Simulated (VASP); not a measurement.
# BaTe (Pm-3m) in VASP: a series of runs

The runs below take BaTe through single point, with PBE.

Everything below comes from runs of VASP 6.6.1. Logs are shortened: lines on timing, memory, paths and dates and some standing lists are left out, and cuts for length are marked.

### Step 1. The cell of the first run

Symmetry: Pm-3m, No. 221, cubic system. The conventional cell has a = 4.158 Å, b = 4.158 Å, c = 4.158 Å, α = 90.00°, β = 90.00°, γ = 90.00°. Ba (site symmetry m-3m) has 8 Te at 3.60 Å and 6 Ba at 4.16 Å within 4.7 Å. Te (site symmetry m-3m) has 8 Ba at 3.60 Å and 6 Te at 4.16 Å within 4.7 Å.

### Step 2. Single point, PBE (volume changed by -6%)

Input file INCAR:

```
ALGO = Normal
EDIFF = 1E-7
ENCUT = 520
GGA = PE
ISIF = 2
ISMEAR = 0
LASPH = T
LCHARG = T
LELF = T
LREAL = F
LVHAR = T
LWAVE = F
NBANDS = 15
NELM = 60
PREC = Accurate
SIGMA = 0.01
```

Input file KPOINTS:

```
k-points
0
Gamma
  6 6 6
```

Input file POSCAR:

```
BaTe
1.0
    4.1581649023      0.0000000000      0.0000000000
    0.0000000000      4.1581649023      0.0000000000
    0.0000000000      0.0000000000      4.1581649023
Ba Te
1 1
Direct
    0.0000000000      0.0000000000      0.0000000000
    0.5000000000      0.5000000000      0.5000000000
```

Potentials or basis: VASP PAW PBE potentials, release 64 (Ba_sv, Te).

Run with:

```console
$ cat potpaw_PBE.64/Ba_sv/POTCAR potpaw_PBE.64/Te/POTCAR > POTCAR
$ mpirun -np 1 vasp_std > vasp.out
```

OUTCAR:

```text
EDIFF = 1E-7
   ENCUT = 520
   GGA = PE
   ISIF = 2
   ISMEAR = 0
   LASPH = T
   LREAL = F
   NELM = 60
   PREC = Accurate

 ion  position               nearest neighbor table
   1  0.000  0.000  0.000-   2 3.60   2 3.60   2 3.60   2 3.60   2 3.60   2 3.60   2 3.60   2 3.60

   2  0.500  0.500  0.500-   1 3.60   1 3.60   1 3.60   1 3.60   1 3.60   1 3.60   1 3.60   1 3.60

  LATTYP: Found a simple cubic cell.
 ALAT       =     4.1581649023

  Lattice vectors:

 A1 = (   4.1581649023,   0.0000000000,   0.0000000000)
 A2 = (   0.0000000000,   4.1581649023,   0.0000000000)
 A3 = (   0.0000000000,   0.0000000000,   4.1581649023)

Analysis of symmetry for initial positions (statically):
=====================================================================
 Subroutine PRICEL returns:
 Original cell was already a primitive cell.

 Routine SETGRP: Setting up the symmetry group for a
 simple cubic supercell.

 Subroutine GETGRP returns: Found 48 space group operations
 (whereof 48 operations were pure point group operations)
 out of a pool of 48 trial point group operations.

The static configuration has the point symmetry O_h .

Analysis of symmetry for dynamics (positions and initial velocities):
=====================================================================
 Subroutine PRICEL returns:
 Original cell was already a primitive cell.

 Routine SETGRP: Setting up the symmetry group for a
 simple cubic supercell.

 Subroutine GETGRP returns: Found 48 space group operations
 (whereof 48 operations were pure point group operations)
 out of a pool of 48 trial point group operations.

The dynamic configuration has the point symmetry O_h .

 Subroutine INISYM returns: Found 48 space group operations
 (whereof 48 operations are pure point group operations),
 and found     1 'primitive' translations

----------------------------------------------------------------------------------------

                                     Primitive cell

  volume of cell :      71.8961

  direct lattice vectors                    reciprocal lattice vectors
     4.158164902  0.000000000  0.000000000     0.240490703  0.000000000  0.000000000
     0.000000000  4.158164902  0.000000000     0.000000000  0.240490703  0.000000000
     0.000000000  0.000000000  4.158164902     0.000000000  0.000000000  0.240490703

  length of vectors
     4.158164902  4.158164902  4.158164902     0.240490703  0.240490703  0.240490703

  position of ions in fractional coordinates (direct lattice)
     0.000000000  0.000000000  0.000000000
     0.500000000  0.500000000  0.500000000

  ion indices of the primitive-cell ions
   primitive index   ion index
                 1           1
                 2           2

----------------------------------------------------------------------------------------

 KPOINTS: k-points

Automatic generation of k-mesh.
 Grid dimensions read from file:
 generate k-points for:    6    6    6

 Generating k-lattice:

  Cartesian coordinates                     Fractional coordinates (reciprocal lattice)
     0.040081784  0.000000000  0.000000000     0.166666667  0.000000000  0.000000000
     0.000000000  0.040081784  0.000000000     0.000000000  0.166666667  0.000000000
     0.000000000  0.000000000  0.040081784     0.000000000  0.000000000  0.166666667

  Length of vectors
     0.040081784  0.040081784  0.040081784

  Shift w.r.t. Gamma in fractional coordinates (k-lattice)
     0.000000000  0.000000000  0.000000000

 Subroutine IBZKPT returns following result:
 ===========================================

 Found     20 irreducible k-points:

 Following reciprocal coordinates:
            Coordinates               Weight
  0.000000  0.000000  0.000000      1.000000
  0.166667  0.000000  0.000000      6.000000
  0.333333  0.000000  0.000000      6.000000
  0.500000  0.000000  0.000000      3.000000
  0.166667  0.166667  0.000000     12.000000
  0.333333  0.166667  0.000000     24.000000
[... 12 lines left out ...]
  0.500000  0.500000  0.333333      6.000000
  0.500000  0.500000  0.500000      1.000000
   k-points           NKPTS =     20   k-points in BZ     NKDIM =     20   number of bands    NBANDS=     15
   number of dos      NEDOS =    301   number of ions     NIONS =      2
   total plane-waves  NPLWV =  32768
   dimension x,y,z NGX =    32 NGY =   32 NGZ =   32
   dimension x,y,z NGXF=    64 NGYF=   64 NGZF=   64
   ions per type =               1   1
   NGX,Y,Z   is equivalent  to a cutoff of  12.79, 12.79, 12.79 a.u.
   NGXF,Y,Z  is equivalent  to a cutoff of  25.59, 25.59, 25.59 a.u.
 SYSTEM =  unknown system
   PREC   = accura    normal or accurate (medium, high low for compatibility)
   ISTART =      0    job   : 0-new  1-cont  2-samecut
   ICHARG =      2    charge: 1-file 2-atom 10-const
   ISPIN  =      1    spin polarized calculation?
   LNONCOLLINEAR =      F non collinear calculations
   LSORBIT =      F    spin-orbit coupling
   LASPH  =      T    aspherical Exc in radial PAW
   ENCUT  =  520.0 eV  38.22 Ry    6.18 a.u.   7.73  7.73  7.73*2*pi/ulx,y,z
   NELM   =     60;   NELMIN=  2; NELMDL= -5     # of ELM steps
   EDIFF  = 0.1E-06   stopping-criterion for ELM
   LREAL  =      F    real-space projection
   EDIFFG = 0.1E-05   stopping-criterion for IOM
   NSW    =      0    number of steps for IOM
   IBRION =     -1    ionic relax: 0-MD 1-quasi-New 2-CG
   NFREE  =      0    steps in history (QN), initial steepest desc. (CG)
   ISIF   =      2    stress and relaxation
   ISYM   =      2    0-nonsym 1-usesym 2-fastsym
   POTIM  = 0.5000    time-step for ionic-motion
   TEBEG  =    0.0;   TEEND  =   0.0 temperature during run
   PSTRESS=    0.0 pullay stress
   NELECT =      16.0000    total number of electrons
   NUPDOWN=      -1.0000    fix difference up-down
   EMIN   =  10.00;   EMAX   =-10.00  energy-range for DOS
   EFERMI =   0.00;   METHOD = LEGACY
   ISMEAR =     0;   SIGMA  =   0.01  broadening in eV -4-tet -1-fermi 0-gaus
   EFERMI_NEDOS =   21; number of points for ismear=-14 and -15
   IALGO  =     38    algorithm
   IMIX   =      4    mixing-type and parameters
     AMIX     =   0.40;   BMIX     =  1.00
     AMIX_MAG =   1.60;   BMIX_MAG =  1.00
  volume/ion in A,a.u.               =      35.95       242.59
  Fermi-wavevector in a.u.,A,eV,Ry     =   0.992079  1.874758 13.391148  0.984222
  Thomas-Fermi vector in A             =   2.123866
   LORBIT       =      0    0 simple, 1 ext, 2 COOP (PROOUT), +10 PAW based schemes
   GGA     = PE    functional components
   LHFCALC =     F    Hartree Fock is set to
   AEXX    =    0.0000 exact exchange contribution
   IVDW    =     0    specifies the selected vdW correction
   LEPSILON=     F    determine dielectric tensor
   LRPA    =     F    only Hartree local field effects (RPA)
 non-spin polarized calculation
 Gauss-broadening in eV      SIGMA  =   0.01
  energy-cutoff  :      520.00
  volume of cell :       71.90
 maximum number of plane-waves:      1956
 NGX is ok and might be reduce to    32
   NGX = 15   NGY = 15   NGZ = 15

 number of electron      16.0000001 magnetization

 Free energy of the ion-electron system (eV)
  ---------------------------------------------------
  ext. energy  EPLUGINS =         0.00000000
  ---------------------------------------------------
  free energy    TOTEN  =        -8.24118431 eV

  energy without entropy =       -8.24118431  energy(sigma->0) =       -8.24118431

 E-fermi :   4.5352     XC(G=0):  -9.0943

 val. band max:        4.3984354718   @ k =   0.5000   0.5000   0.0000
 cond. band min:       4.9949045972   @ k =   0.0000   0.0000   0.0000
 fundamental gap:      0.5964691254
 Fermi energy:         4.5352381533

 k-point     1 :       0.0000    0.0000    0.0000
  band No.  band energies     occupation
      1     -23.6271      2.00000
      2      -8.6521      2.00000
      3      -8.6521      2.00000
      4      -8.6521      2.00000
      5      -6.2228      2.00000
      6       4.0222      2.00000
      7       4.0222      2.00000
      8       4.0222      2.00000
      9       4.9949      0.00000
     10       4.9949      0.00000
     11       7.1892      0.00000
     12       9.0914      0.00000
     13       9.0914      0.00000
     14       9.0914      0.00000
     15      13.0509      0.00000

 k-point     2 :       0.1667    0.0000    0.0000
  band No.  band energies     occupation
      1     -23.6180      2.00000
      2      -8.8687      2.00000
      3      -8.6354      2.00000
      4      -8.6354      2.00000
      5      -5.9716      2.00000
      6       2.7390      2.00000
      7       3.8635      2.00000
      8       3.8635      2.00000
      9       5.1608      0.00000
     10       5.9679      0.00000
     11       8.2328      0.00000
     12       9.1882      0.00000
     13       9.2205      0.00000
     14       9.2205      0.00000
     15      11.5103      0.00000

 k-point     3 :       0.3333    0.0000    0.0000
  band No.  band energies     occupation
      1     -23.5997      2.00000
      2      -9.2282      2.00000
      3      -8.6015      2.00000
      4      -8.6015      2.00000
      5      -5.5023      2.00000
      6       1.3147      2.00000
      7       3.5582      2.00000
      8       3.5582      2.00000
      9       5.5792      0.00000
     10       7.7527      0.00000
     11       9.4052      0.00000
     12       9.6480      0.00000
     13       9.7063      0.00000
     14       9.7063      0.00000
     15       9.8569      0.00000
[... 271 lines left out ...]
 k-point    19 :       0.5000    0.5000    0.3333
  band No.  band energies     occupation
      1     -23.5322      2.00000
      2      -9.0148      2.00000
      3      -9.0148      2.00000
      4      -8.8794      2.00000
      5      -5.2603      2.00000
      6       1.4117      2.00000
      7       1.4117      2.00000
      8       1.7364      2.00000
      9       7.7241      0.00000
     10       8.6803      0.00000
     11       8.6803      0.00000
     12      10.4121      0.00000
     13      11.0665      0.00000
     14      11.7051      0.00000
     15      11.9058      0.00000

 k-point    20 :       0.5000    0.5000    0.5000
  band No.  band energies     occupation
      1     -23.5241      2.00000
      2      -8.9865      2.00000
      3      -8.9865      2.00000
      4      -8.9865      2.00000
      5      -5.1310      2.00000
      6       1.1820      2.00000
      7       1.1820      2.00000
      8       1.1820      2.00000
      9       9.3962      0.00000
     10       9.3962      0.00000
     11       9.3962      0.00000
     12      11.1139      0.00000
     13      11.1147      0.00000
     14      11.1315      0.00000
     15      11.1315      0.00000

------------------------ aborting loop because EDIFF is reached ----------------------------------------

  FORCE on cell =-STRESS in cart. coord.  units (eV):
  Direction    XX          YY          ZZ          XY          YZ          ZX
  --------------------------------------------------------------------------------------
  -------------------------------------------------------------------------------------
  Total        1.2806159      1.2806159      1.2806159      0.0000000     -0.0000000     -0.0000000
  in kB       28.5380537     28.5380537     28.5380537      0.0000000     -0.0000000     -0.0000000
  external PRESSURE =      28.5380537 kB  Pullay stress =       0.0000000 kB

 VOLUME and BASIS-vectors are now :
 -----------------------------------------------------------------------------
  energy-cutoff  :      520.00
  volume of cell :       71.90
      direct lattice vectors                 reciprocal lattice vectors
     4.158164902  0.000000000  0.000000000     0.240490703  0.000000000  0.000000000
     0.000000000  4.158164902  0.000000000     0.000000000  0.240490703  0.000000000
     0.000000000  0.000000000  4.158164902     0.000000000  0.000000000  0.240490703

 POSITION                                       TOTAL-FORCE (eV/Angst)
 -----------------------------------------------------------------------------------
      0.00000      0.00000      0.00000         0.000000      0.000000      0.000000
      2.07908      2.07908      2.07908         0.000000      0.000000      0.000000
 -----------------------------------------------------------------------------------
    total drift:                                0.000000      0.000000     -0.000000

  FREE ENERGIE OF THE ION-ELECTRON SYSTEM (eV)
  ---------------------------------------------------
  free  energy   TOTEN  =        -8.2411843079 eV

  energy  without entropy=       -8.2411843079  energy(sigma->0) =       -8.24118431
```

It took 14 s on 1 thread of Intel Xeon Platinum 8259CL at 2.50GHz (Skylake/Cascade Lake), shared host; peak memory 0.18 GiB.

What came out:

```yaml
Free_energy: -8.2412 eV
Pressure: 2.9 GPa
Band_gap_on_the_k_mesh: 0.60 eV, indirect (least direct gap 0.91 eV)
```

Levels at points of the mesh, in eV from the valence-band top:
```
           k point  band 5  band 6  band 7  band 8  band 9  band 10  band 11  band 12
(0.00, 0.00, 0.00)  -10.62   -0.38   -0.38   -0.38    0.60     0.60     2.79     4.69
(0.50, 0.00, 0.00)   -9.66   -3.66   -0.99   -0.99    1.47     4.74     5.13     5.21
(0.50, 0.50, 0.00)   -9.99   -2.16   -2.16    0.00    0.91     2.60     2.89     2.89
(0.50, 0.50, 0.50)   -9.53   -3.22   -3.22   -3.22    5.00     5.00     5.00     6.72
```

Caveat: the cell differs from its parent crystal (volume changed by -6%); spin-orbit coupling is left out, which moves the levels of the heavy elements. A k mesh can miss the band edges.

### Step 3. Single point, PBE (volume changed by -3%)

Input file INCAR:

```
  PREC = Accurate
  ENCUT = 520
  EDIFF = 1E-6
  ISMEAR = 0
  SIGMA = 0.01
  LREAL = F
  LASPH = T
  NELM = 80
  ALGO = Normal
  ISIF = 2
  LWAVE = F
  LCHARG = F
  GGA = PE
  NBANDS = 15
```

Input file KPOINTS:

```
Automatic mesh
0
Gamma
  6 6 6
```

Input file POSCAR:

```
BaTe
1.0
    4.2019382759      0.0000000000      0.0000000000
    0.0000000000      4.2019382759      0.0000000000
    0.0000000000      0.0000000000      4.2019382759
Ba Te
1 1
Direct
    0.0000000000      0.0000000000      0.0000000000
    0.5000000000      0.5000000000      0.5000000000
```

Potentials or basis: VASP PAW PBE potentials, release 64 (Ba_sv, Te).

Run with:

```console
$ cat potpaw_PBE.64/Ba_sv/POTCAR potpaw_PBE.64/Te/POTCAR > POTCAR
$ mpirun -np 1 vasp_std > vasp.out
```

OUTCAR:

```text
PREC = Accurate
   ENCUT = 520
   EDIFF = 1E-6
   ISMEAR = 0
   LREAL = F
   LASPH = T
   NELM = 80
   ISIF = 2
   GGA = PE

 ion  position               nearest neighbor table
   1  0.000  0.000  0.000-   2 3.64   2 3.64   2 3.64   2 3.64   2 3.64   2 3.64   2 3.64   2 3.64

   2  0.500  0.500  0.500-   1 3.64   1 3.64   1 3.64   1 3.64   1 3.64   1 3.64   1 3.64   1 3.64

  LATTYP: Found a simple cubic cell.
 ALAT       =     4.2019382759

  Lattice vectors:
[... 540 lines left out ...]
     15      10.6938      0.00000

------------------------ aborting loop because EDIFF is reached ----------------------------------------

  FORCE on cell =-STRESS in cart. coord.  units (eV):
  Direction    XX          YY          ZZ          XY          YZ          ZX
  --------------------------------------------------------------------------------------
  -------------------------------------------------------------------------------------
  Total        0.7272782      0.7272782      0.7272782     -0.0000000     -0.0000000     -0.0000000
  in kB       15.7058756     15.7058756     15.7058756     -0.0000000     -0.0000000     -0.0000000
  external PRESSURE =      15.7058756 kB  Pullay stress =       0.0000000 kB

 VOLUME and BASIS-vectors are now :
 -----------------------------------------------------------------------------
  energy-cutoff  :      520.00
  volume of cell :       74.19
      direct lattice vectors                 reciprocal lattice vectors
     4.201938276  0.000000000  0.000000000     0.237985409  0.000000000  0.000000000
     0.000000000  4.201938276  0.000000000     0.000000000  0.237985409  0.000000000
     0.000000000  0.000000000  4.201938276     0.000000000  0.000000000  0.237985409

 POSITION                                       TOTAL-FORCE (eV/Angst)
 -----------------------------------------------------------------------------------
      0.00000      0.00000      0.00000         0.000000      0.000000      0.000000
      2.10097      2.10097      2.10097         0.000000      0.000000      0.000000
 -----------------------------------------------------------------------------------
    total drift:                                0.000000      0.000000     -0.000000

  FREE ENERGIE OF THE ION-ELECTRON SYSTEM (eV)
  ---------------------------------------------------
  free  energy   TOTEN  =        -8.2726399287 eV

  energy  without entropy=       -8.2726399287  energy(sigma->0) =       -8.27263993
```

Run time: 11 s. Hardware: 1 thread of Intel Xeon Platinum 8259CL at 2.50GHz (Skylake/Cascade Lake), shared host; peak memory 0.19 GiB.

Results:

- Free energy: -8.2726 eV
- Pressure: 1.6 GPa
- Band gap on the k mesh: 0.68 eV, indirect (least direct gap 0.94 eV)

Caveat: the cell differs from its parent crystal (volume changed by -3%); spin-orbit coupling is left out, which moves the levels of the heavy elements.

### Step 4. Single point, PBE

This run uses another cell than the first one, of 38.24 Å³/atom, 1.064 times its volume.

Input file INCAR:

```
PREC = Accurate
ENCUT = 520
EDIFF = 1E-6
ISMEAR = 0
SIGMA = 0.01
LREAL = False
LASPH = True
NELM = 100
ALGO = Normal
ISIF = 2
LWAVE = False
LCHARG = True
GGA = PE
LELF = True
LVHAR = True
NBANDS = 15
```

Input file KPOINTS:

```
regular mesh
0
Gamma
  6 6 6
```

Input file POSCAR:

```
BaTe
1.0
    4.2448181587      0.0000000000      0.0000000000
    0.0000000000      4.2448181587      0.0000000000
    0.0000000000      0.0000000000      4.2448181587
Ba Te
1 1
Direct
    0.0000000000      0.0000000000      0.0000000000
    0.5000000000      0.5000000000      0.5000000000
```

Run with:

```console
$ cat potpaw_PBE.64/Ba_sv/POTCAR potpaw_PBE.64/Te/POTCAR > POTCAR
$ mpirun -np 1 vasp_std > vasp.out
```

Wall time 12 s (1 thread of Intel Xeon Platinum 8259CL at 2.50GHz (Skylake/Cascade Lake), shared host); peak memory 0.19 GiB.

The run converged. Its results:

* Free energy: -8.2870 eV
* Pressure: 0.5 GPa
* Band gap on the k mesh: 0.75 eV, indirect (least direct gap 0.97 eV)

Levels at points of the mesh, in eV from the valence-band top:
```tsv
k point	band 6	band 7	band 8	band 9	band 10	band 11
(0.00, 0.00, 0.00)	-0.38	-0.38	-0.38	0.75	0.75	2.43
(0.50, 0.00, 0.00)	-3.43	-0.89	-0.89	1.56	4.83	4.96
(0.50, 0.50, 0.00)	-2.06	-2.06	0.00	0.97	2.53	2.91
(0.50, 0.50, 0.50)	-2.95	-2.95	-2.95	4.78	4.78	4.78
```

Caveat: spin-orbit coupling is left out, which moves the levels of the heavy elements.

### Step 5. Overview

| cell | gap on the mesh (eV) | pressure (GPa) |
| --- | --- | --- |
| a = 4.158 Å, 2 atoms | 0.60 | 2.9 |
| a = 4.202 Å, 2 atoms | 0.68 | 1.6 |
| a = 4.245 Å, 2 atoms | 0.75 | 0.5 |

Alike in all rows: task single point; level PBE; potentials or basis VASP PAW PBE potentials, release 64 (Ba_sv, Te); no spin polarisation; k mesh 6 × 6 × 6; cutoff (eV) 520; smearing gaussian 0.01 eV.

Caveats: spin-orbit coupling is left out, which moves the levels of the heavy elements.

Absolute energies hang on the potentials; compare differences alone.
